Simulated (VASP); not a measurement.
A run of VASP 6.6.1:

The input INCAR:

```
PREC = Accurate
ENCUT = 520
EDIFF = 1E-6
ISMEAR = -1
SIGMA = 0.05
LREAL = Auto
LASPH = T
NELM = 150
ALGO = Normal
ISIF = 2
LWAVE = F
LCHARG = F
ISPIN = 2
MAGMOM = 0 0 0 0 0 0 0 0 0 0 0 0 0 0 0 0 0 0 0
LORBIT = 11
GGA = PE
NBANDS = 56
```

The input KPOINTS:

```
Automatic mesh
0
Gamma
  2 2 1
```

POSCAR

```
LiC18
1.0
    7.3980000000      0.0000000000      0.0000000000
   -3.6990000000      6.4068560000      0.0000000000
    0.0000000000      0.0000000000     11.0000000000
C Li
18 1
Direct
   -0.0041006052     -0.0077037786      0.0929228182
    0.2178077469      0.1035484487      0.0933408182
   -0.0044409344      0.3252130218      0.0919552727
    0.2175601017      0.4354475893      0.0903030000
   -0.0053074387      0.6583161850      0.0903086364
    0.2170301639      0.7696594086      0.0858356364
    0.3291769592     -0.0073952029      0.0921029091
    0.5519040918      0.1038960451      0.0940151818
    0.3294034284      0.3253605200      0.0928137273
    0.5515405534      0.4366550458      0.0929216364
    0.3289028687      0.6577851914      0.0858255455
    0.5518486565      0.7699322413      0.0920978182
    0.6631397035     -0.0073399496      0.0940150000
    0.8850778204      0.1034092229      0.0937722727
    0.6626536243      0.3258336070      0.0937713636
    0.8844574584      0.4363155657      0.0919539091
    0.6627931788      0.6585631080      0.0933376364
    0.8846054678      0.7701590296      0.0928164545
    0.3300142824      0.7706744150      0.2577086364
```

Potentials or basis: VASP PAW PBE potentials, release 64 (C, Li_sv).

Launch:

```console
$ cat potpaw_PBE.64/C/POTCAR potpaw_PBE.64/Li_sv/POTCAR > POTCAR
$ mpirun -np 1 vasp_std > vasp.out
```

Hardware: 1 thread of Intel(R) Xeon(R) 6975P-C (Granite Rapids) (shared host).

Problem. How long does it take, and how much memory?

Solution. Wall time 6 min on 1 thread of Intel(R) Xeon(R) 6975P-C (Granite Rapids), on a shared host, peak memory 0.78 GiB. Counts: scf iterations 25, k points 4.
